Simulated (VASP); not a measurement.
Crystal: NaH.

```
Na H
1.0
     0.00000    2.44000    2.44000
     2.44000    0.00000    2.44000
     2.44000    2.44000    0.00000
Na H
1 1
Direct
  0.00000 0.00000 0.00000
  0.50000 0.50000 0.50000
```

Base run:

| Item | Value |
| --- | --- |
| Program | VASP 6.6.1 |
| Functional | PBE |
| Potentials or basis | VASP PAW PBE potentials, release 64 (Na_pv, H) |
| Cutoff | 500 eV |
| k mesh | 7 × 7 × 7 |
| Occupations | gaussian, width 0.01 eV |
| Spin | no spin polarisation |

Its results: band gap on the k mesh 4.18 eV, indirect (least direct gap 4.80 eV); pressure -0.7 GPa.

Task: The run is repeated on the same cell with these changes: k mesh from 7 × 7 × 7 to 5 × 5 × 5. What comes out?

Result: Band gap on the k mesh 4.54 eV, indirect (least direct gap 5.03 eV); pressure -0.7 GPa.

Caveats: some runs use coarse meshes.

A k mesh can miss the band edges.
